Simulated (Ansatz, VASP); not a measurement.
## Cu: VASP beside Ansatz

```
Cu
1.0
     2.48749    0.00000    0.00000
     0.00000    2.48749    0.00000
     0.00000    0.00000   19.51780
Cu
3
Direct
  0.00000 0.00000 0.41227
  0.50000 0.50000 0.50000
  0.00000 0.00000 0.58773
```

Alike in both runs: functional LDA; k mesh 15 × 15 × 1; occupations fermi-dirac, width 0.08 eV; no spin polarisation.

Ansatz relaxed the structure, and its values are those at the end. VASP's run is a single point on that final structure, the one shown.

|  | VASP | Ansatz |
| --- | --- | --- |
| version | VASP 6.6.1 | Ansatz 0.2.0 |
| potentials or method | VASP PAW LDA potentials, release 64 (Cu) | PAW with Ansatz's default frozen-core files, scalar-relativistic |
| plane-wave cutoff (eV) | 520 | 420 |
| valence electrons in the cell | 33 | 57 |

|  | VASP | Ansatz | Ansatz less VASP |
| --- | --- | --- | --- |
| rms of the force components (eV/Å) | 0.022 | 0.003 | -0.0190 |

LDA's correlation is that of Perdew and Zunger in VASP and of Perdew and Wang (1992) in Ansatz. VASP's potentials hold 33 valence electrons a cell and Ansatz's 57, so a difference there can come from the potentials and not from the codes. Ansatz's warnings: stress scf threshold loose.
